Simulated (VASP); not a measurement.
# GaN (F-43m) in VASP: a series of runs

GaN is run at these levels: LDA, PBE; tasks: single point.

Everything below comes from runs of VASP 6.6.1. Logs are shortened: lines on timing, memory, paths and dates and some standing lists are left out, and cuts for length are marked.

## 1. The cell of the first run

It takes space group F-43m (No. 216, cubic). Conventional cell: a = 4.498 Å, b = 4.498 Å, c = 4.498 Å, α = 90.00°, β = 90.00°, γ = 90.00°. Ga (site symmetry -43m) has 4 N at 1.95 Å within 2.6 Å. Within 2.6 Å of N (site symmetry -43m) lie 4 Ga at 1.95 Å.

## 2. Single point, LDA

Contents of INCAR:

```
  PREC = Accurate
  ENCUT = 600
  EDIFF = 1E-6
  ISMEAR = -1
  SIGMA = 0.05
  LREAL = False
  LASPH = True
  NELM = 120
  ALGO = Normal
  ISIF = 2
  LWAVE = False
  LCHARG = False
  NBANDS = 16
  GGA_COMPAT = False
```

Contents of KPOINTS:

```
Automatic mesh
0
Gamma
  9 9 9
```

Contents of POSCAR:

```
GaN
1.0
    0.0000000000      2.2490600000      2.2490600000
    2.2490600000      0.0000000000      2.2490600000
    2.2490600000      2.2490600000      0.0000000000
Ga N
1 1
Direct
    0.0000000000      0.0000000000      0.0000000000
    0.2500000000      0.2500000000      0.2500000000
```

Potentials or basis: VASP PAW LDA potentials, release 64 (Ga_d, N).

Run with:

```
$ cat potpaw_LDA.64/Ga_d/POTCAR potpaw_LDA.64/N/POTCAR > POTCAR
$ mpirun -np 1 vasp_std > vasp.out
```

OUTCAR:

```text
PREC = Accurate
   ENCUT = 600
   EDIFF = 1E-6
   ISMEAR = -1
   LREAL = False
   LASPH = True
   NELM = 120
   ISIF = 2

 ion  position               nearest neighbor table
   1  0.000  0.000  0.000-   2 1.95   2 1.95   2 1.95   2 1.95
   2  0.250  0.250  0.250-   1 1.95   1 1.95   1 1.95   1 1.95

  LATTYP: Found a face centered cubic cell.
 ALAT       =     4.4981200000

  Lattice vectors:

 A1 = (   0.0000000000,   2.2490600000,   2.2490600000)
 A2 = (   2.2490600000,   0.0000000000,   2.2490600000)
 A3 = (   2.2490600000,   2.2490600000,   0.0000000000)

Analysis of symmetry for initial positions (statically):
=====================================================================
 Subroutine PRICEL returns:
 Original cell was already a primitive cell.

 Routine SETGRP: Setting up the symmetry group for a
 face centered cubic supercell.

 Subroutine GETGRP returns: Found 24 space group operations
 (whereof 24 operations were pure point group operations)
 out of a pool of 48 trial point group operations.

The static configuration has the point symmetry T_d .

Analysis of symmetry for dynamics (positions and initial velocities):
=====================================================================
 Subroutine PRICEL returns:
 Original cell was already a primitive cell.

 Routine SETGRP: Setting up the symmetry group for a
 face centered cubic supercell.

 Subroutine GETGRP returns: Found 24 space group operations
 (whereof 24 operations were pure point group operations)
 out of a pool of 48 trial point group operations.

The dynamic configuration has the point symmetry T_d .

 Subroutine INISYM returns: Found 24 space group operations
 (whereof 24 operations are pure point group operations),
 and found     1 'primitive' translations

----------------------------------------------------------------------------------------

                                     Primitive cell

  volume of cell :      22.7527

  direct lattice vectors                    reciprocal lattice vectors
     0.000000000  2.249060000  2.249060000    -0.222315101  0.222315101  0.222315101
     2.249060000  0.000000000  2.249060000     0.222315101 -0.222315101  0.222315101
     2.249060000  2.249060000  0.000000000     0.222315101  0.222315101 -0.222315101

  length of vectors
     3.180651155  3.180651155  3.180651155     0.385061049  0.385061049  0.385061049

  position of ions in fractional coordinates (direct lattice)
     0.000000000  0.000000000  0.000000000
     0.250000000  0.250000000  0.250000000

  ion indices of the primitive-cell ions
   primitive index   ion index
                 1           1
                 2           2

----------------------------------------------------------------------------------------

 KPOINTS: Automatic mesh

Automatic generation of k-mesh.
 Grid dimensions read from file:
 generate k-points for:    9    9    9

 Generating k-lattice:

  Cartesian coordinates                     Fractional coordinates (reciprocal lattice)
    -0.024701678  0.024701678  0.024701678     0.111111111  0.000000000  0.000000000
     0.024701678 -0.024701678  0.024701678     0.000000000  0.111111111  0.000000000
     0.024701678  0.024701678 -0.024701678     0.000000000  0.000000000  0.111111111

  Length of vectors
     0.042784561  0.042784561  0.042784561

  Shift w.r.t. Gamma in fractional coordinates (k-lattice)
     0.000000000  0.000000000  0.000000000

 Subroutine IBZKPT returns following result:
 ===========================================

 Found     35 irreducible k-points:

 Following reciprocal coordinates:
            Coordinates               Weight
  0.000000  0.000000  0.000000      1.000000
  0.111111  0.000000  0.000000      8.000000
  0.222222  0.000000  0.000000      8.000000
  0.333333  0.000000  0.000000      8.000000
  0.444444  0.000000  0.000000      8.000000
  0.111111  0.111111  0.000000      6.000000
[... 16 lines left out ...]
 -0.333333  0.333333  0.000000     12.000000
  0.444444  0.444444  0.000000      6.000000
 [... further k-points ...]
   k-points           NKPTS =     35   k-points in BZ     NKDIM =     35   number of bands    NBANDS=     16
   number of dos      NEDOS =    301   number of ions     NIONS =      2
   total plane-waves  NPLWV =  21952
   dimension x,y,z NGX =    28 NGY =   28 NGZ =   28
   dimension x,y,z NGXF=    56 NGYF=   56 NGZF=   56
   ions per type =               1   1
   NGX,Y,Z   is equivalent  to a cutoff of  14.64, 14.64, 14.64 a.u.
   NGXF,Y,Z  is equivalent  to a cutoff of  29.27, 29.27, 29.27 a.u.
 SYSTEM =  unknown system
   PREC   = accura    normal or accurate (medium, high low for compatibility)
   ISTART =      0    job   : 0-new  1-cont  2-samecut
   ICHARG =      2    charge: 1-file 2-atom 10-const
   ISPIN  =      1    spin polarized calculation?
   LNONCOLLINEAR =      F non collinear calculations
   LSORBIT =      F    spin-orbit coupling
   LASPH  =      T    aspherical Exc in radial PAW
   ENCUT  =  600.0 eV  44.10 Ry    6.64 a.u.   6.35  6.35  6.35*2*pi/ulx,y,z
   NELM   =    120;   NELMIN=  2; NELMDL= -5     # of ELM steps
   EDIFF  = 0.1E-05   stopping-criterion for ELM
   LREAL  =      F    real-space projection
   EDIFFG = 0.1E-04   stopping-criterion for IOM
   NSW    =      0    number of steps for IOM
   IBRION =     -1    ionic relax: 0-MD 1-quasi-New 2-CG
   NFREE  =      0    steps in history (QN), initial steepest desc. (CG)
   ISIF   =      2    stress and relaxation
   ISYM   =      2    0-nonsym 1-usesym 2-fastsym
   POTIM  = 0.5000    time-step for ionic-motion
   TEBEG  =    0.0;   TEEND  =   0.0 temperature during run
   PSTRESS=    0.0 pullay stress
   NELECT =      18.0000    total number of electrons
   NUPDOWN=      -1.0000    fix difference up-down
   EMIN   =  10.00;   EMAX   =-10.00  energy-range for DOS
   EFERMI =   0.00;   METHOD = LEGACY
   ISMEAR =    -1;   SIGMA  =   0.05  broadening in eV -4-tet -1-fermi 0-gaus
   EFERMI_NEDOS =   21; number of points for ismear=-14 and -15
   IALGO  =     38    algorithm
   IMIX   =      4    mixing-type and parameters
     AMIX     =   0.40;   BMIX     =  1.00
     AMIX_MAG =   1.60;   BMIX_MAG =  1.00
  volume/ion in A,a.u.               =      11.38        76.77
  Fermi-wavevector in a.u.,A,eV,Ry     =   1.514100  2.861235 31.191349  2.292500
  Thomas-Fermi vector in A             =   2.623803
   LORBIT       =      0    0 simple, 1 ext, 2 COOP (PROOUT), +10 PAW based schemes
   GGA     = CA    functional components
   LHFCALC =     F    Hartree Fock is set to
   AEXX    =    0.0000 exact exchange contribution
   IVDW    =     0    specifies the selected vdW correction
   LEPSILON=     F    determine dielectric tensor
   LRPA    =     F    only Hartree local field effects (RPA)
 non-spin polarized calculation
  energy-cutoff  :      600.00
  volume of cell :       22.75
 maximum number of plane-waves:       771
 NGX is ok and might be reduce to    28
   NGX = 13   NGY = 13   NGZ = 13

 number of electron      18.0000004 magnetization

 Free energy of the ion-electron system (eV)
  ---------------------------------------------------
  ext. energy  EPLUGINS =         0.00000000
  ---------------------------------------------------
  free energy    TOTEN  =       -13.93734762 eV

  energy without entropy =      -13.93734762  energy(sigma->0) =      -13.93734762

 E-fermi :   6.0502     XC(G=0): -12.1499

 val. band max:        5.0960080082   @ k =   0.0000   0.0000   0.0000
 cond. band min:       6.8820056507   @ k =   0.0000   0.0000   0.0000
 fundamental gap:      1.7859976425
 Fermi energy:         6.0501925093

 k-point     1 :       0.0000    0.0000    0.0000
  band No.  band energies     occupation
      1     -10.7584      2.00000
      2      -8.4632      2.00000
      3      -8.4632      2.00000
      4      -8.4632      2.00000
      5      -8.1392      2.00000
      6      -8.1392      2.00000
[... 8 lines left out ...]
     15      23.8222      0.00000
     16      23.8222      0.00000

 k-point     2 :       0.1111    0.0000    0.0000
  band No.  band energies     occupation
      1     -10.6206      2.00000
      2      -8.4463      2.00000
      3      -8.4463      2.00000
      4      -8.4120      2.00000
      5      -8.1408      2.00000
      6      -8.1408      2.00000
[... 8 lines left out ...]
     15      22.4230      0.00000
     16      22.4230      0.00000

 k-point     3 :       0.2222    0.0000    0.0000
  band No.  band energies     occupation
      1     -10.2968      2.00000
      2      -8.4099      2.00000
      3      -8.4099      2.00000
      4      -8.1797      2.00000
      5      -8.1377      2.00000
      6      -8.1377      2.00000
[... 8 lines left out ...]
     15      21.7891      0.00000
     16      21.7891      0.00000

 k-point     4 :       0.3333    0.0000    0.0000
  band No.  band energies     occupation
      1     -10.0152      2.00000
      2      -8.3833      2.00000
      3      -8.3833      2.00000
      4      -8.1181      2.00000
      5      -8.1181      2.00000
      6      -7.6084      2.00000
[... 8 lines left out ...]
     15      22.6649      0.00000
     16      22.6649      0.00000
[... 324 lines left out ...]
 k-point    22 :      -0.4444    0.3333    0.0000
  band No.  band energies     occupation
      1      -9.7446      2.00000
      2      -8.3467      2.00000
      3      -8.2074      2.00000
      4      -8.2072      2.00000
      5      -8.0884      2.00000
      6      -6.2285      2.00000
[... 8 lines left out ...]
     15      26.3467      0.00000
     16      27.7988      0.00000

 k-point    23 :      -0.3333    0.3333    0.0000
  band No.  band energies     occupation
      1      -9.7562      2.00000
      2      -8.3521      2.00000
      3      -8.2364      2.00000
      4      -8.1865      2.00000
      5      -8.1208      2.00000
      6      -6.2199      2.00000
[... 8 lines left out ...]
     15      23.9411      0.00000
     16      27.8611      0.00000

 k-point    24 :       0.4444    0.4444    0.0000
  band No.  band energies     occupation
      1      -9.7427      2.00000
      2      -8.3751      2.00000
      3      -8.1650      2.00000
      4      -8.1650      2.00000
      5      -8.0630      2.00000
      6      -6.4448      2.00000
[... 8 lines left out ...]
     15      26.9930      0.00000
     16      29.3243      0.00000

 [... further k-points ...]

------------------------ aborting loop because EDIFF is reached ----------------------------------------

  FORCE on cell =-STRESS in cart. coord.  units (eV):
  Direction    XX          YY          ZZ          XY          YZ          ZX
  --------------------------------------------------------------------------------------
  -------------------------------------------------------------------------------------
  Total       -0.6431980     -0.6431980     -0.6431980      0.0000000      0.0000000      0.0000000
  in kB      -45.2920704    -45.2920704    -45.2920704      0.0000000      0.0000000      0.0000000
  external PRESSURE =     -45.2920704 kB  Pullay stress =       0.0000000 kB

 VOLUME and BASIS-vectors are now :
 -----------------------------------------------------------------------------
  energy-cutoff  :      600.00
  volume of cell :       22.75
      direct lattice vectors                 reciprocal lattice vectors
     0.000000000  2.249060000  2.249060000    -0.222315101  0.222315101  0.222315101
     2.249060000  0.000000000  2.249060000     0.222315101 -0.222315101  0.222315101
     2.249060000  2.249060000  0.000000000     0.222315101  0.222315101 -0.222315101

 POSITION                                       TOTAL-FORCE (eV/Angst)
 -----------------------------------------------------------------------------------
      0.00000      0.00000      0.00000        -0.000000     -0.000000     -0.000000
      1.12453      1.12453      1.12453         0.000000      0.000000      0.000000
 -----------------------------------------------------------------------------------
    total drift:                                0.000000      0.000000      0.000000

  FREE ENERGIE OF THE ION-ELECTRON SYSTEM (eV)
  ---------------------------------------------------
  free  energy   TOTEN  =       -13.9373476215 eV

  energy  without entropy=      -13.9373476213  energy(sigma->0) =      -13.93734762
```

It took 14 s on 1 thread of Intel Xeon Platinum 8488C (Sapphire Rapids), shared host; peak memory 0.15 GiB.

What came out:

| Quantity | Value |
| --- | --- |
| Free energy | -13.9373 eV |
| Pressure | -4.5 GPa |
| Band gap on the k mesh | 1.79 eV, direct |

## 3. Single point, PBE

Contents of INCAR:

```
PREC = Accurate
ENCUT = 600
EDIFF = 1E-6
ISMEAR = -1
SIGMA = 0.05
LREAL = F
LASPH = T
NELM = 120
ALGO = Normal
ISIF = 2
LWAVE = F
LCHARG = F
GGA = PE
NBANDS = 16
GGA_COMPAT = F
```

KPOINTS is that of step 2.

POSCAR is that of step 2.

Potentials or basis: VASP PAW PBE potentials, release 64 (Ga_d, N).

Run with:

```
$ cat potpaw_PBE.64/Ga_d/POTCAR potpaw_PBE.64/N/POTCAR > POTCAR
$ mpirun -np 1 vasp_std > vasp.out
```

Wall time 17 s (1 thread of Intel Xeon Platinum 8488C (Sapphire Rapids), shared host); peak memory 0.16 GiB.

Results (log left out):

| Quantity | Value |
| --- | --- |
| Free energy | -12.1397 eV |
| Pressure | 6.1 GPa |
| Band gap on the k mesh | 1.76 eV, direct |

Levels at points of the mesh, in eV from the valence-band top:
| k point | band 5 | band 6 | band 7 | band 8 | band 9 | band 10 | band 11 | band 12 | band 13 | band 14 |
| --- | --- | --- | --- | --- | --- | --- | --- | --- | --- | --- |
| (0.00, 0.00, 0.00) | -13.12 | -13.12 | 0.00 | 0.00 | 0.00 | 1.76 | 10.34 | 10.34 | 10.34 | 17.68 |
